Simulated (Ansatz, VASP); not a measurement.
## Two plane-wave programs on Al2O3

```
Al O
1.0
     2.96514    0.00000    0.00000
    -1.48257    2.56789    0.00000
     0.00000    0.00000    7.43688
Al O
2 3
Direct
  0.00000 0.00000 0.27688
  0.00000 0.00000 0.72312
  0.33333 0.66667 0.19860
  0.66667 0.33333 0.80140
  0.00000 0.00000 0.50000
```

Alike in both runs: functional LDA; k mesh 6 × 6 × 4; occupations gaussian, width 0.1 eV; no spin polarisation.

Ansatz relaxed the structure, and its values are those at the end. VASP's run is a single point on that final structure, the one shown.

|  | VASP | Ansatz |
| --- | --- | --- |
| version | VASP 6.6.1 | Ansatz 0.2.0 |
| potentials or method | VASP PAW LDA potentials, release 64 (Al, O), cutoff 520 eV | scalar-relativistic, plane waves, PAW |
| valence electrons in the cell | 24 | 24 |

Ansatz gave:

```
gap on the k mesh at the Fermi level (eV) : 2.48
least direct gap on the mesh (eV)         : 2.48
pressure (GPa)                            : -0.4
rms of the force components (eV/Å)        : 0.003
```

Question: Which values does VASP return?

Answer: gap on the k mesh at the Fermi level (eV): 2.47; least direct gap on the mesh (eV): 2.47; pressure (GPa): 0.6; rms of the force components (eV/Å): 0.054.

LDA's correlation is that of Perdew and Zunger in VASP and of Perdew and Wang (1992) in Ansatz.
